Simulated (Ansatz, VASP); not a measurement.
SnO2 in VASP and in Ansatz

File INCAR:

```
SYSTEM = SnO2
ALGO = Normal
EDIFF = 1E-6
EDIFFG = -0.01
ENCUT = 600
GGA = PE
IBRION = 2
ISIF = 3
ISMEAR = -1
IVDW = 13
LASPH = .TRUE.
LCHARG = .FALSE.
LREAL = .FALSE.
LWAVE = .FALSE.
NELM = 60
NSW = 60
PREC = Accurate
SIGMA = 0.05
```

File KPOINTS:

```
k-points
0
G
  6 6 8
  0 0 0
```

The input POSCAR:

```
SnO2
1.0
    4.7380000000      0.0000000000      0.0000000000
    0.0000000000      4.7380000000      0.0000000000
    0.0000000000      0.0000000000      3.1865000000
Sn O
2 4
Direct
    0.5000000000      0.5000000000      0.5000000000
    0.0000000000      0.0000000000      0.0000000000
    0.8071000000      0.1929000000      0.5000000000
    0.6929000000      0.6929000000      0.0000000000
    0.1929000000      0.8071000000      0.5000000000
    0.3071000000      0.3071000000      0.0000000000
```

File input.yaml:

```yaml
crystal:
  lattice:
    - [4.738, 0.0, 0.0]
    - [0.0, 4.738, 0.0]
    - [0.0, 0.0, 3.1865]
  atoms:
    - { symbol: Sn, position: [0.5, 0.5, 0.5] }
    - { symbol: Sn, position: [0.0, 0.0, 0.0] }
    - { symbol: O, position: [0.8071, 0.1929, 0.5] }
    - { symbol: O, position: [0.6929, 0.6929, 0.0] }
    - { symbol: O, position: [0.1929, 0.8071, 0.5] }
    - { symbol: O, position: [0.3071, 0.3071, 0.0] }
hamiltonian:
  xc: pbe
  pseudopotentials: { kind: paw }
  dispersion: d4
kpoints:
  mp_grid: { grid: [6, 6, 8] }
scf:
  occupations: { method: fermi_dirac, width: 0.05 }
output:
  forces: true
  stress: true
  write_density: true
  write_potential: true
  elf: true
  volumetric_format: npy
relax:
  f_tol: 0.01
  max_steps: 40
  cell: { stress_tol: 0.05 }
```

Alike in both runs: task relaxation of cell and atoms; functional PBE; dispersion D4; k mesh 6 × 6 × 8; occupations fermi-dirac, width 0.05 eV; no spin polarisation.

|  | VASP | Ansatz |
| --- | --- | --- |
| version | VASP 6.6.1 | Ansatz 0.2.0 |
| potentials or method | VASP PAW PBE potentials, release 64 (Sn_d, O) | Ansatz PAW |
| plane-wave cutoff (eV) | 600 | 420 |
| valence electrons in the cell | 52 | 52 |

|  | VASP | Ansatz | Ansatz less VASP |
| --- | --- | --- | --- |
| gap on the k mesh at the Fermi level, each at its own relaxed structure (eV) | 0.83 | 0.86 | +0.038 |
| relaxed volume (Å³/atom) | 12.36 | 12.34 | -0.026 |
| relaxed length of the cell vector where the two differ most in proportion (Å) | 3.233 | 3.229 | -0.0049 |

Noted on Ansatz's run: the plane-wave basis is chosen anew once the cell has moved, so the energies of steps on either side of that aren't comparable.
